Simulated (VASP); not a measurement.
AgI, 4 atoms in the cell. The structure is hexagonal, space group P6_3mc (No. 186). The conventional cell has a = 4.651 Å, b = 4.651 Å, c = 7.523 Å, α = 90.00°, β = 90.00°, γ = 120.00°. Ag (site symmetry 3m) has 4 I at 2.84 Å within 3.7 Å. I (site symmetry 3m) has 4 Ag at 2.84 Å within 3.7 Å.  This cell differs from its parent crystal: uniaxial z strain -1.0%.

* Program: VASP 6.6.1
* Task: single point
* Functional: r2SCAN
* Potentials or basis: VASP PAW PBE potentials, release 64 (Ag, I)
* Cutoff: 550 eV
* k mesh: 6 × 6 × 4
* Occupations: gaussian, width 0.01 eV
* Spin: no spin polarisation
* Dipole correction: no
* Further INCAR settings: ALGO = Normal; EDIFF = 1e-06; NBANDS = 26

Potentials or basis: VASP PAW PBE potentials, release 64 (Ag, I).

Launch:

```bash
$ cat potpaw_PBE.64/Ag/POTCAR potpaw_PBE.64/I/POTCAR > POTCAR
$ cp INCAR.step1 INCAR
$ mpirun -np 1 vasp_std > vasp.out
$ cp INCAR.step2 INCAR
$ mpirun -np 1 vasp_std > vasp.out
```

Hardware: 1 thread of Intel(R) Xeon(R) Platinum 8259CL CPU @ 2.50GHz (Skylake/Cascade Lake), on a shared host.

Task: How long does it take, and how much memory?

Result: Wall time 3.6 min on 1 thread of Intel(R) Xeon(R) Platinum 8259CL CPU @ 2.50GHz (Skylake/Cascade Lake), with other jobs on the host, peak memory 0.33 GiB. Counts: k points 21.
